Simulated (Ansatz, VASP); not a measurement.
CsRe: VASP beside Ansatz

```
Cs Re
1.0
     3.51193    0.00000    0.00000
     0.00000    3.51193    0.00000
     0.00000    0.00000   11.71079
Cs Re
2 2
Cartesian
  1.7560 0.0000 3.1868
  0.0000 1.7560 8.5240
  1.7560 0.0000 -0.2728
  0.0000 1.7560 0.2728
```

Alike in both runs: functional PBE; k mesh 4 × 4 × 4; occupations gaussian, width 0.1 eV; no spin polarisation.

Ansatz relaxed the structure, and its values are those at the end. VASP's run is a single point on that final structure, the one shown.

|  | VASP | Ansatz |
| --- | --- | --- |
| version | VASP 6.6.1 | Ansatz 0.2.0 |
| potentials or method | VASP PAW PBE potentials, release 64 (Cs_sv, Re_sv_GW), cutoff 500 eV | scalar-relativistic, plane waves, PAW |
| valence electrons in the cell | 48 | 48 |

Ansatz gave:

| Property | Result |
| --- | --- |
| gap on the k mesh at the Fermi level (eV) | none |
| pressure (GPa) | 0.0 |
| rms of the force components (eV/Å) | 0.004 |

Which values does VASP return?

gap on the k mesh at the Fermi level (eV): none; pressure (GPa): -0.3; rms of the force components (eV/Å): 0.012.

A gap of «none» marks a metal or a gap that the smearing closes. The functional is the same, so the differences come from potentials, cutoffs and numerics.

The k mesh is coarse, so the values compare programs but aren't converged. Neither program's run includes spin-orbit coupling.
